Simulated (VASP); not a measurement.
## InAgTe2: single point with r2SCAN

Crystal: InAgTe2.

```
CELL_PARAMETERS angstrom
-3.25789 3.25789 6.42341
3.25789 -3.25789 6.42341
3.25789 3.25789 -6.42341
ATOMIC_POSITIONS crystal
In 0.50000 0.50000 0.00000
In 0.25000 0.75000 0.50000
Ag 0.00000 0.00000 0.00000
Ag 0.75000 0.25000 0.50000
Te 0.37500 0.37196 0.49696
Te 0.62804 0.12500 0.00304
Te 0.87500 0.87804 0.50304
Te 0.12196 0.62500 0.99696
```

```
Program             : VASP 6.6.1
Task                : single point
Functional          : r2SCAN
Potentials or basis : VASP PAW PBE potentials, release 64 (In_d, Ag, Te)
Cutoff              : 550 eV
k mesh              : 6 × 6 × 6
Occupations         : fermi-dirac, width 0.02 eV
Spin                : no spin polarisation
```

| Quantity | Value |
| --- | --- |
| Pressure | -0.1 GPa |
| Largest force | 0.022 eV/Å |
| Band gap on the k mesh | 0.54 eV |

Forces in eV/Å, atoms in the order of the input:
```
In   0.000  0.000  0.000
In   0.000  0.000  0.000
Ag   0.000  0.000  0.000
Ag   0.000  0.000  0.000
Te  -0.022  0.000  0.000
Te   0.000  0.022  0.000
Te   0.022  0.000  0.000
Te   0.000 -0.022  0.000
```

Levels at points of the mesh, in eV from the valence-band top:
```csv
k point,band 34,band 35,band 36,band 37,band 38,band 39
"(0.00, 0.00, 0.00)",-0.09,-0.09,0.00,0.54,2.21,2.37
"(0.50, 0.00, 0.00)",-1.24,-1.21,-0.59,2.05,2.42,3.28
"(0.50, 0.50, 0.00)",-0.90,-0.52,-0.52,1.28,1.28,3.27
"(0.50, 0.50, 0.50)",-1.29,-0.96,-0.96,1.82,1.82,2.37
```

Run time: 21 min on 1 thread of Intel(R) Xeon(R) Platinum 8488C (Sapphire Rapids) (shared host), peak memory 0.78 GiB.

Caveat: semilocal functionals underestimate gaps, and a narrow one can read as zero; the PAW data sets were made with another functional, which shifts forces and pressure a little; spin-orbit coupling is left out, which moves the levels of the heavy elements. r2SCAN opens gaps a little over a GGA but as a rule still falls short of measured ones.
